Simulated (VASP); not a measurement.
## Zr: relaxation of cell and atoms with PBE

The system is Zr.

```
Zr
1.0
    -1.78526    1.78526    1.78526
     1.78526   -1.78526    1.78526
     1.78526    1.78526   -1.78526
Zr
1
Direct
  0.00000 0.00000 0.00000
```

```yaml
Program: VASP 6.6.1
Task: relaxation of cell and atoms
Functional: PBE
Potentials_or_basis: VASP PAW PBE potentials, release 64 (Zr_sv)
Cutoff: 600 eV
k_mesh: 16 × 16 × 16
Occupations: fermi-dirac, width 0.05 eV
Spin: no spin polarisation
Dipole_correction: no
Further_INCAR_settings: ALGO = Normal; EDIFF = 1e-06; IBRION = 2; EDIFFG = -0.005; NSW = 100; ISIF = 3
```

```
Relaxed volume                         : 22.85 Å³/atom
Relaxed cell                           : a = 3.096 Å, b = 3.096 Å, c = 3.096 Å, α = 109.47°, β = 109.47°, γ = 109.47°
Space group after relaxing (to 0.05 Å) : Im-3m (No. 229)
Energy gained by relaxing              : 0.1 meV/atom
Ionic steps                            : 3
Pressure after relaxing                : 0.0 GPa
Band gap on the k mesh                 : zero (band 6 reaches 10.05 eV, above the bottom of band 7 at 8.17 eV)
```

Step by step:
```
step  energy change (eV)  largest force (eV/Å)  pressure (GPa)  volume (Å³)
   1              0.0000                0.0000            0.37        22.76
   2              0.0000                0.0000           -0.30        22.93
   3             -0.0001                0.0000            0.00        22.85
```

Final structure:
```xyz
1
Lattice="-1.7877 1.7877 1.7877 1.7877 -1.7877 1.7877 1.7877 1.7877 -1.7877" Properties=species:S:1:pos:R:3 pbc="T T T"
Zr    0.0000    0.0000    0.0000
```

Levels at points of the mesh, in eV from the Fermi level:
```
           k point  band 4  band 5  band 6  band 7  band 8  band 9
(0.00, 0.00, 0.00)  -25.94   -5.39    1.14    1.14    1.14    3.66
(0.50, 0.00, 0.00)  -25.95   -2.83   -0.69    1.67    3.66    4.34
(0.50, 0.50, 0.50)  -26.64   -2.60   -2.60    5.76    5.76    5.76
```

It took 61 s on 1 thread of AMD EPYC 7R13 Processor (Zen 3) (shared host), peak memory 0.16 GiB.
